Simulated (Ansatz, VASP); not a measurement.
ZrC in VASP and in Ansatz

```
Zr C
1.0
     0.00000    2.35463    2.35463
     2.35463    0.00000    2.35463
     2.35463    2.35463    0.00000
Zr C
1 1
Direct
  0.00000 0.00000 0.00000
  0.50000 0.50000 0.50000
```

Alike in both runs: task relaxation of cell and atoms; functional PBE; k mesh 20 × 20 × 20; occupations gaussian, width 0.1 eV; no spin polarisation.

```csv
,VASP,Ansatz
version,VASP 6.6.1,Ansatz 0.2.0
potentials or method,"VASP PAW PBE potentials, release 64 (Zr_sv, C), cutoff 600 eV","scalar-relativistic, plane waves, PAW"
valence electrons in the cell,16,16
```

```tsv
	VASP	Ansatz	Ansatz less VASP
gap on the k mesh at the Fermi level, each at its own relaxed structure (eV)	none	none	-
relaxed volume (Å³/atom)	13.05	13.05	-0.004
relaxed length of the cell vector where the two differ most in proportion (Å)	3.330	3.330	-0.0003
```

A gap of «none» marks a metal or a gap that the smearing closes.

Noted on VASP's run: the relaxation stopped at its first step, so nothing moved.
